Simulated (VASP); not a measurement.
Set up this calculation in VASP 6.6.1, as the native input.

| Property | Result |
| --- | --- |
| Task | single point |
| Functional | PBEsol |
| Potentials or basis | VASP PAW PBE potentials, release 64 (Hf_pv, H) |
| Cutoff | 520 eV |
| k mesh | 10 × 10 × 8 |
| Occupations | gaussian, width 0.1 eV |
| Spin | no spin polarisation |
| Dipole correction | no |
| Further INCAR settings | ALGO = Normal; EDIFF = 1e-06; NBANDS = 21 |

The structure of HfH2 lies in POSCAR:

```
HfH2
1.0
    3.4382871361      0.0000000000      0.0000000000
    0.0000000000      3.4382871361      0.0000000000
    0.0000000000      0.0000000000      4.3648018036
Hf H
2 4
Direct
    0.0000000000      0.0000000000      0.0000000000
    0.5000000000      0.5000000000      0.5000000000
    0.0000000000      0.5000000000      0.2500000000
    0.5000000000      0.0000000000      0.2500000000
    0.5000000000      0.0000000000      0.7500000000
    0.0000000000      0.5000000000      0.7500000000
```

This cell differs from its parent crystal: uniaxial strain along c: +3.0 %.

These files were run (other wordings do the same):

INCAR

```
SYSTEM = HfH2
PREC = Accurate
ENCUT = 520
EDIFF = 1E-6
ISMEAR = 0
SIGMA = 0.1
LREAL = .False.
LASPH = .True.
NELM = 80
ALGO = Normal
ISIF = 2
LWAVE = .False.
LCHARG = .False.
GGA = PS
NBANDS = 21
```

KPOINTS

```
Automatic mesh
0
Gamma
  10 10 8
  0 0 0
```

Potentials or basis: VASP PAW PBE potentials, release 64 (Hf_pv, H).

Command:

```sh
$ cat potpaw_PBE.64/Hf_pv/POTCAR potpaw_PBE.64/H/POTCAR > POTCAR
$ mpirun -np 1 vasp_std > vasp.out
```

Results of the run:

```
Pressure               : -2.4 GPa
Band gap on the k mesh : zero (band 12 reaches 5.85 eV, above the bottom of band 13 at 4.89 eV)
```

Caveat: the cell differs from its parent crystal (uniaxial strain along c: +3.0 %); the PAW data sets were made with another functional, which shifts forces and pressure a little; spin-orbit coupling is left out, which moves the levels of the heavy elements.

It took 45 s on 1 thread of Intel(R) Xeon(R) Platinum 8559C (Emerald Rapids) (shared host), peak memory 0.23 GiB.
